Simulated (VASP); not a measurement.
# Rh (P6_3/mmc) in VASP: notebook

The runs below take Rh through relaxation of cell and atoms, single point, with PBEsol, PBE.

All numbers are computed with VASP 6.6.1; they aren't measurements. Logs are shortened: lines on timing, memory, paths and dates and some standing lists are left out, and cuts for length are marked.

### 1 The cell of the first run

The structure is hexagonal, space group P6_3/mmc (No. 194). The conventional cell has a = 2.692 Å, b = 2.692 Å, c = 8.798 Å, α = 90.00°, β = 90.00°, γ = 120.00°. Within 3.5 Å of Rh (site symmetry -6m2) lie 12 Rh at 2.69 Å. Within 3.5 Å of Rh (site symmetry -3m) lie 12 Rh at 2.69 Å.

This isn't the form of Rh at room conditions, which is fcc.

### 2 Relaxation of cell and atoms, PBEsol, target pressure 2 GPa, at which the enthalpy is minimised

File INCAR:

```
SYSTEM = Rh
  PREC = Accurate
  ENCUT = 600
  EDIFF = 1E-7
  ISMEAR = -1
  SIGMA = 0.05
  LREAL = .FALSE.
  LASPH = .TRUE.
  NELM = 60
  ALGO = Normal
  ISIF = 3
  LWAVE = .FALSE.
  LCHARG = .FALSE.
  GGA = PS
  IBRION = 2
  NSW = 60
  EDIFFG = -0.01
  PSTRESS = 20.0
```

File KPOINTS:

```
regular mesh
0
G
  11 11 3
  0 0 0
```

File POSCAR:

```
Rh
1.0
    2.6917446234      0.0000000000      0.0000000000
   -1.3458723117      2.3311192244      0.0000000000
    0.0000000000      0.0000000000      8.7980701300
Rh
4
Direct
    0.6666666667      0.3333333333      0.7500000000
    0.0000000000      0.0000000000      0.5000000000
    0.3333333333      0.6666666667      0.2500000000
    0.0000000000      0.0000000000      0.0000000000
```

Potentials or basis: VASP PAW PBE potentials, release 64 (Rh_pv).

Launch:

```console
$ cat potpaw_PBE.64/Rh_pv/POTCAR > POTCAR
$ mpirun -np 1 vasp_std > vasp.out
```

OUTCAR:

```text
SYSTEM = Rh
   PREC = Accurate
   ENCUT = 600
   EDIFF = 1E-7
   ISMEAR = -1
   LREAL = .FALSE.
   LASPH = .TRUE.
   NELM = 60
   ISIF = 3
   GGA = PS
   IBRION = 2
   NSW = 60
   EDIFFG = -0.01
   PSTRESS = 20.0

 ion  position               nearest neighbor table
   1  0.667  0.333  0.750-   2 2.69   4 2.69   2 2.69   4 2.69   2 2.69   4 2.69
   2  0.000  0.000  0.500-   1 2.69   3 2.69   1 2.69   3 2.69   1 2.69   3 2.69
   3  0.333  0.667  0.250-   2 2.69   4 2.69   2 2.69   4 2.69   2 2.69   4 2.69
   4  0.000  0.000  0.000-   1 2.69   3 2.69   1 2.69   3 2.69   1 2.69   3 2.69

  LATTYP: Found a hexagonal cell.
 ALAT       =     2.6917446234
 C/A-ratio  =     3.2685382014

  Lattice vectors:

 A1 = (   2.6917446234,   0.0000000000,   0.0000000000)
 A2 = (  -1.3458723117,   2.3311192244,   0.0000000000)
 A3 = (   0.0000000000,   0.0000000000,   8.7980701300)

Analysis of symmetry for initial positions (statically):
=====================================================================
 Subroutine PRICEL returns:
 Original cell was already a primitive cell.

 Routine SETGRP: Setting up the symmetry group for a
 hexagonal supercell.

 Subroutine GETGRP returns: Found 24 space group operations
 (whereof 12 operations were pure point group operations)
 out of a pool of 24 trial point group operations.

The static configuration has the point symmetry D_3d.
 The point group associated with its full space group is D_6h.

Analysis of symmetry for dynamics (positions and initial velocities):
=====================================================================
 Subroutine PRICEL returns:
 Original cell was already a primitive cell.

 Routine SETGRP: Setting up the symmetry group for a
 hexagonal supercell.

 Subroutine GETGRP returns: Found 24 space group operations
 (whereof 12 operations were pure point group operations)
 out of a pool of 24 trial point group operations.

The dynamic configuration has the point symmetry D_3d.
 The point group associated with its full space group is D_6h.

 Subroutine INISYM returns: Found 24 space group operations
 (whereof 12 operations are pure point group operations),
 and found     1 'primitive' translations

----------------------------------------------------------------------------------------

                                     Primitive cell

  volume of cell :      55.2059

  direct lattice vectors                    reciprocal lattice vectors
     2.691744623  0.000000000  0.000000000     0.371506268  0.214489244  0.000000000
    -1.345872312  2.331119224  0.000000000     0.000000000  0.428978488  0.000000000
[... 97 lines left out ...]
   POTIM  = 0.5000    time-step for ionic-motion
   TEBEG  =    0.0;   TEEND  =   0.0 temperature during run
   PSTRESS=   20.0 pullay stress
   NELECT =      60.0000    total number of electrons
   NUPDOWN=      -1.0000    fix difference up-down
   EMIN   =  10.00;   EMAX   =-10.00  energy-range for DOS
   EFERMI =   0.00;   METHOD = LEGACY
   ISMEAR =    -1;   SIGMA  =   0.05  broadening in eV -4-tet -1-fermi 0-gaus
   EFERMI_NEDOS =   21; number of points for ismear=-14 and -15
   IALGO  =     38    algorithm
   IMIX   =      4    mixing-type and parameters
     AMIX     =   0.40;   BMIX     =  1.00
     AMIX_MAG =   1.60;   BMIX_MAG =  1.00
  volume/ion in A,a.u.               =      13.80        93.14
  Fermi-wavevector in a.u.,A,eV,Ry     =   1.683178  3.180745 38.546496  2.833088
  Thomas-Fermi vector in A             =   2.766425
   LORBIT       =      0    0 simple, 1 ext, 2 COOP (PROOUT), +10 PAW based schemes
   GGA     = PS    functional components
   LHFCALC =     F    Hartree Fock is set to
   AEXX    =    0.0000 exact exchange contribution
   IVDW    =     0    specifies the selected vdW correction
   LEPSILON=     F    determine dielectric tensor
   LRPA    =     F    only Hartree local field effects (RPA)
 conjugate gradient relaxation of ions
 non-spin polarized calculation
  energy-cutoff  :      600.00
  volume of cell :       55.21
 maximum number of plane-waves:      1895
 NGX is ok and might be reduce to    24
   NGX = 11   NGY = 11   NGZ = 35

--------------------------------------- Ionic step        1  -------------------------------------------

 number of electron      59.9999979 magnetization

 Free energy of the ion-electron system (eV)
  ---------------------------------------------------
  ext. energy  EPLUGINS =         0.00000000
  ---------------------------------------------------
  free energy    TOTEN  =       -32.47030100 eV

  energy without entropy =      -32.41891110  energy(sigma->0) =      -32.44460605

------------------------ aborting loop because EDIFF is reached ----------------------------------------

  FORCE on cell =-STRESS in cart. coord.  units (eV):
  Direction    XX          YY          ZZ          XY          YZ          ZX
  --------------------------------------------------------------------------------------
  -------------------------------------------------------------------------------------
  Total       -1.7798615     -1.7798615     -2.3647446     -0.0000000      0.0000000     -0.0000000
  in kB      -51.6548425    -51.6548425    -68.6292198     -0.0000000      0.0000000     -0.0000000
  external PRESSURE =     -77.3129682 kB  Pullay stress =      20.0000000 kB
[... 307 lines left out ...]
--------------------------------------- Ionic step        9  -------------------------------------------

 number of electron      59.9999994 magnetization

 Free energy of the ion-electron system (eV)
  ---------------------------------------------------
  ext. energy  EPLUGINS =         0.00000000
  ---------------------------------------------------
  free energy    TOTEN  =       -32.48945265 eV

  energy without entropy =      -32.44017508  energy(sigma->0) =      -32.46481387

 E-fermi :  12.2111     XC(G=0): -14.3676

 val. band max:       12.2094020273   @ k =   0.3636   0.0000   0.3333
 cond. band min:      12.2214532763   @ k =   0.3636   0.2727   0.3333
 fundamental gap:      0.0120512490
 Fermi energy:        12.2111282868

 k-point     1 :       0.0000    0.0000    0.0000
  band No.  band energies     occupation
      1     -34.9902      2.00000
      2     -34.5960      2.00000
      3     -34.5949      2.00000
      4     -34.2851      2.00000
      5     -34.2851      2.00000
      6     -34.2335      2.00000
[... 925 lines left out ...]
     35      14.6898      0.00000
     36      16.7498      0.00000

 [... further k-points ...]

------------------------ aborting loop because EDIFF is reached ----------------------------------------

  FORCE on cell =-STRESS in cart. coord.  units (eV):
  Direction    XX          YY          ZZ          XY          YZ          ZX
  --------------------------------------------------------------------------------------
  -------------------------------------------------------------------------------------
  Total        0.6644631      0.6644631      0.6675317      0.0000000      0.0000000     -0.0000000
  in kB       19.8141345     19.8141345     19.9056391      0.0000000      0.0000000     -0.0000000
  external PRESSURE =      -0.1553639 kB  Pullay stress =      20.0000000 kB
[... 23 lines left out ...]
  energy  without entropy=      -32.4401750794  energy(sigma->0) =      -32.46481387

  enthalpy is  TOTEN    =       -31.8187565459 eV   P V=        0.6706961086

 reached required accuracy - stopping structural energy minimisation
```

CONTCAR:

```text
Rh
   1.00000000000000
     2.6716648813184647   -0.0000000000000000    0.0000000000000000
    -1.3358324406592323    2.3137296576558399   -0.0000000000000000
    -0.0000000000000000    0.0000000000000000    8.6918410984852645
  Rh
     4
Direct
     0.6666666667000030    0.3333333332999970    0.7500000000000000
     0.0000000000000000    0.0000000000000000    0.5000000000000000
     0.3333333332999970    0.6666666667000030    0.2500000000000000
     0.0000000000000000    0.0000000000000000    0.0000000000000000

  0.00000000E+00  0.00000000E+00  0.00000000E+00
  0.00000000E+00  0.00000000E+00  0.00000000E+00
  0.00000000E+00  0.00000000E+00  0.00000000E+00
  0.00000000E+00  0.00000000E+00  0.00000000E+00
```

Run time: 17 min. Hardware: 1 thread of AMD EPYC 7R13, shared host; peak memory 0.2 GiB.

Results:

| Item | Value |
| --- | --- |
| Free energy | -32.4895 eV |
| Relaxed volume | 13.43 Å³/atom |
| Relaxed cell | a = 2.672 Å, b = 2.672 Å, c = 8.692 Å, α = 90.00°, β = 90.00°, γ = 120.00° |
| Space group after relaxing (to 0.1 Å) | P6_3/mmc (No. 194) |
| Energy change on relaxing (the run minimises the enthalpy) | -4.8 meV/atom |
| Ionic steps | 9 |
| Pressure after relaxing | 2.0 GPa |
| Band gap on the k mesh | zero (bands 30 and 31 overlap by 1.70 eV) |

The path:
```tsv
step	energy change (eV)	largest force (eV/Å)	pressure (GPa)	volume (Å³)
1	0.0000	0.0000	-5.73	55.21
2	0.3042	0.0000	27.95	50.05
3	-0.0192	0.0000	1.82	53.76
4	-0.0188	0.0000	2.02	53.72
5	-0.0184	0.0000	2.18	53.69
6	-0.0188	0.0000	2.14	53.70
7	-0.0188	0.0000	2.15	53.70
8	-0.0198	0.0000	1.70	53.78
9	-0.0192	0.0000	1.98	53.73
```

Final structure:
```
Rh
1.0
     2.67166    0.00000    0.00000
    -1.33583    2.31373    0.00000
     0.00000    0.00000    8.69184
Rh
4
Direct
  0.66667 0.33333 0.75000
  0.00000 0.00000 0.50000
  0.33333 0.66667 0.25000
  0.00000 0.00000 0.00000
```

Caveat: the cell is relaxed towards a set pressure, so the run minimises the enthalpy, not the energy; the PAW data sets were made with another functional, which shifts forces and pressure a little.

### 3 Relaxation of cell and atoms, PBEsol, target pressure 5 GPa, at which the enthalpy is minimised

File INCAR:

```
SYSTEM = Rh
  ALGO = Normal
  EDIFF = 1E-7
  EDIFFG = -0.01
  ENCUT = 600
  GGA = PS
  IBRION = 2
  ISIF = 3
  ISMEAR = -1
  LASPH = .TRUE.
  LCHARG = .FALSE.
  LREAL = .FALSE.
  LWAVE = .FALSE.
  NELM = 80
  NSW = 60
  PREC = Accurate
  PSTRESS = 50.0
  SIGMA = 0.05
```

File KPOINTS:

```
k-points
0
G
  11 11 3
  0 0 0
```

POSCAR is that of step 2.

Potentials or basis: VASP PAW PBE potentials, release 64 (Rh_pv).

Launch:

```console
$ cat potpaw_PBE.64/Rh_pv/POTCAR > POTCAR
$ mpirun -np 1 vasp_std > vasp.out
```

Run time: 14 min. Hardware: 1 thread of AMD EPYC 7R13, shared host; peak memory 0.2 GiB.

The run converged. Its results:

* Free energy: -32.4783 eV
* Relaxed volume: 13.30 Å³/atom
* Relaxed cell: a = 2.663 Å, b = 2.663 Å, c = 8.665 Å, α = 90.00°, β = 90.00°, γ = 120.00°
* Space group after relaxing (to 0.1 Å): P6_3/mmc (No. 194)
* Energy change on relaxing (the run minimises the enthalpy): -2.0 meV/atom
* Ionic steps: 9
* Pressure after relaxing: 5.0 GPa
* Band gap on the k mesh: zero (bands 30 and 31 overlap by 1.73 eV)

Step by step:
```
step  energy change (eV)  largest force (eV/Å)  pressure (GPa)  volume (Å³)
   1              0.0000                0.0000           -5.73        55.21
   2              0.7426                0.0000           46.28        48.14
   3             -0.0098                0.0000            4.57        53.29
   4             -0.0079                0.0000            4.96        53.22
   5             -0.0066                0.0000            5.19        53.18
   6             -0.0071                0.0000            5.17        53.19
   7             -0.0071                0.0000            5.18        53.19
   8             -0.0098                0.0000            4.63        53.28
   9             -0.0080                0.0000            5.00        53.22
```

Final structure:
```xyz
4
Lattice="2.6631 0.0000 0.0000 -1.3315 2.3063 0.0000 0.0000 0.0000 8.6646" Properties=species:S:1:pos:R:3 pbc="T T T"
Rh    1.3315    0.7688    6.4984
Rh    0.0000    0.0000    4.3323
Rh    0.0000    1.5375    2.1661
Rh    0.0000    0.0000    0.0000
```

Levels at points of the mesh, in eV from the Fermi level:
| k point | band 27 | band 28 | band 29 | band 30 | band 31 | band 32 | band 33 | band 34 |
| --- | --- | --- | --- | --- | --- | --- | --- | --- |
| (0.00, 0.00, 0.00) | -2.78 | -1.54 | -1.54 | -0.91 | -0.91 | -0.36 | -0.36 | 0.46 |

Caveat: the cell is relaxed towards a set pressure, so the run minimises the enthalpy, not the energy; the PAW data sets were made with another functional, which shifts forces and pressure a little.

### 4 Relaxation of cell and atoms, PBEsol, target pressure 10 GPa, at which the enthalpy is minimised

File INCAR:

```
SYSTEM = Rh
PREC = Accurate ; ENCUT = 600
EDIFF = 1E-6 ; ISMEAR = -1
SIGMA = 0.05 ; LREAL = .FALSE.
LASPH = .TRUE. ; NELM = 80
ALGO = Normal ; ISIF = 3
LWAVE = .FALSE. ; LCHARG = .FALSE.
GGA = PS ; IBRION = 2
NSW = 60 ; EDIFFG = -0.01
PSTRESS = 100.0
```

File KPOINTS:

```
regular mesh
0
G
  11 11 3
  0 0 0
```

POSCAR is that of step 3.

Potentials or basis: VASP PAW PBE potentials, release 64 (Rh_pv).

Launch:

```console
$ cat potpaw_PBE.64/Rh_pv/POTCAR > POTCAR
$ mpirun -np 1 vasp_std > vasp.out
```

OUTCAR:

```text
SYSTEM = Rh
   PREC = Accurate
   ENCUT = 600
   EDIFF = 1E-6
   ISMEAR = -1
   LREAL = .FALSE.
   LASPH = .TRUE.
   NELM = 80
   ISIF = 3
   GGA = PS
   IBRION = 2
   NSW = 60
   EDIFFG = -0.01
   PSTRESS = 100.0

 ion  position               nearest neighbor table
   1  0.667  0.333  0.750-   2 2.69   4 2.69   2 2.69   4 2.69   2 2.69   4 2.69
   2  0.000  0.000  0.500-   1 2.69   3 2.69   1 2.69   3 2.69   1 2.69   3 2.69
   3  0.333  0.667  0.250-   2 2.69   4 2.69   2 2.69   4 2.69   2 2.69   4 2.69
   4  0.000  0.000  0.000-   1 2.69   3 2.69   1 2.69   3 2.69   1 2.69   3 2.69

  LATTYP: Found a hexagonal cell.
 ALAT       =     2.6917446234
 C/A-ratio  =     3.2685382014

  Lattice vectors:

 A1 = (   2.6917446234,   0.0000000000,   0.0000000000)
 A2 = (  -1.3458723117,   2.3311192244,   0.0000000000)
 A3 = (   0.0000000000,   0.0000000000,   8.7980701300)

[... 387 lines left out ...]
  ext. energy  EPLUGINS =         0.00000000
  ---------------------------------------------------
  free energy    TOTEN  =       -32.44128005 eV

  energy without entropy =      -32.39361683  energy(sigma->0) =      -32.41744844

 E-fermi :  12.6815     XC(G=0): -14.5277

 val. band max:       12.6780386681   @ k =   0.3636   0.0000   0.3333
 cond. band min:      12.6921907055   @ k =   0.3636   0.2727   0.3333
 fundamental gap:      0.0141520373
 Fermi energy:        12.6815342112

 k-point     1 :       0.0000    0.0000    0.0000
  band No.  band energies     occupation
      1     -34.6329      2.00000
      2     -34.2047      2.00000
      3     -34.2036      2.00000
      4     -33.8664      2.00000
      5     -33.8664      2.00000
      6     -33.8102      2.00000
[... 925 lines left out ...]
     35      15.2378      0.00000
     36      17.3409      0.00000

 [... further k-points ...]

------------------------ aborting loop because EDIFF is reached ----------------------------------------

  FORCE on cell =-STRESS in cart. coord.  units (eV):
  Direction    XX          YY          ZZ          XY          YZ          ZX
  --------------------------------------------------------------------------------------
  -------------------------------------------------------------------------------------
  Total        3.2743283      3.2743283      3.2629846     -0.0000000      0.0000000      0.0000000
  in kB      100.0730464    100.0730464     99.7263492     -0.0000000      0.0000000      0.0000000
  external PRESSURE =      -0.0425193 kB  Pullay stress =     100.0000000 kB
[... 23 lines left out ...]
  energy  without entropy=      -32.3936168342  energy(sigma->0) =      -32.41744844

  enthalpy is  TOTEN    =       -29.1693417470 eV   P V=        3.2719382998

 reached required accuracy - stopping structural energy minimisation
```

OSZICAR:

```text
N       E                     dE             d eps       ncg     rms          rms(c)
DAV:   1     0.826437999680E+03    0.82644E+03   -0.40094E+04  2336   0.214E+03
[... 90 lines left out ...]
       N       E                     dE             d eps       ncg     rms          rms(c)
DAV:   1    -0.324420362940E+02    0.18396E-02   -0.14384E-02  2316   0.111E+00    0.207E-01
DAV:   2    -0.324412804605E+02    0.75583E-03   -0.25464E-03  2312   0.400E-01    0.362E-02
DAV:   3    -0.324412783894E+02    0.20710E-05   -0.92830E-05  2364   0.871E-02    0.290E-02
DAV:   4    -0.324412760484E+02    0.23410E-05   -0.55657E-05  2364   0.866E-02    0.204E-02
DAV:   5    -0.324412801041E+02   -0.40557E-05   -0.10743E-05  2156   0.344E-02    0.147E-03
DAV:   6    -0.324412800468E+02    0.57302E-07   -0.53429E-07  1152   0.672E-03
  11 F= -.29169342E+02 E0= -.29145510E+02  d E =-.700866E-05
```

CONTCAR:

```text
Rh
   1.00000000000000
     2.6495704108923217   -0.0000000000000000    0.0000000000000000
    -1.3247852054461609    2.2945952849850291    0.0000000000000000
     0.0000000000000000   -0.0000000000000000    8.6225183211372780
  Rh
     4
Direct
     0.6666666667000030    0.3333333332999970    0.7500000000000000
     0.0000000000000000    0.0000000000000000    0.5000000000000000
     0.3333333332999970    0.6666666667000030    0.2500000000000000
     0.0000000000000000    0.0000000000000000    0.0000000000000000

  0.00000000E+00  0.00000000E+00  0.00000000E+00
  0.00000000E+00  0.00000000E+00  0.00000000E+00
  0.00000000E+00  0.00000000E+00  0.00000000E+00
  0.00000000E+00  0.00000000E+00  0.00000000E+00
```

Wall time 11 min (1 thread of AMD EPYC 7R13, shared host); peak memory 0.2 GiB.

Results:

```
Free energy                                                : -32.4413 eV
Relaxed volume                                             : 13.11 Å³/atom
Relaxed cell                                               : a = 2.650 Å, b = 2.650 Å, c = 8.623 Å, α = 90.00°, β = 90.00°, γ = 120.00°
Space group after relaxing (to 0.1 Å)                      : P6_3/mmc (No. 194)
Energy change on relaxing (the run minimises the enthalpy) : +7.3 meV/atom
Ionic steps                                                : 11
Pressure after relaxing                                    : 10.0 GPa
Band gap on the k mesh                                     : zero (bands 30 and 31 overlap by 1.77 eV)
```

Step by step:
| step | energy change (eV) | largest force (eV/Å) | pressure (GPa) | volume (Å³) |
| --- | --- | --- | --- | --- |
| 1 | 0.0000 | 0.0000 | -5.78 | 55.21 |
| 2 | 1.9986 | 0.0000 | 85.90 | 45.04 |
| 3 | 0.0198 | 0.0000 | 8.97 | 52.58 |
| 4 | 0.0272 | 0.0000 | 9.74 | 52.46 |
| 5 | 0.0306 | 0.0000 | 10.12 | 52.40 |
| 6 | 0.0300 | 0.0000 | 10.11 | 52.41 |
| 7 | 0.0301 | 0.0000 | 10.11 | 52.41 |
| 8 | 0.0301 | 0.0000 | 10.12 | 52.41 |
| 9 | 0.0301 | 0.0000 | 10.12 | 52.41 |
| 10 | 0.0264 | 0.0000 | 9.76 | 52.46 |
| 11 | 0.0290 | 0.0000 | 10.00 | 52.42 |

Final structure:
```yaml
crystal:
  lattice:
    - [2.64957, 0.00000, 0.00000]
    - [-1.32479, 2.29460, 0.00000]
    - [0.00000, 0.00000, 8.62252]
  atoms:
    - { symbol: Rh, position: [0.66667, 0.33333, 0.75000] }
    - { symbol: Rh, position: [0.00000, 0.00000, 0.50000] }
    - { symbol: Rh, position: [0.33333, 0.66667, 0.25000] }
    - { symbol: Rh, position: [0.00000, 0.00000, 0.00000] }
```

Levels at points of the mesh, in eV from the Fermi level:
```tsv
k point	band 26	band 27	band 28	band 29	band 30	band 31	band 32	band 33	band 34	band 35
(0.00, 0.00, 0.00)	-2.85	-2.85	-1.57	-1.57	-0.93	-0.93	-0.37	-0.37	0.48	0.48
```

Caveat: the cell is relaxed towards a set pressure, so the run minimises the enthalpy, not the energy; the PAW data sets were made with another functional, which shifts forces and pressure a little.

(Part 1 of 2 ends here.)
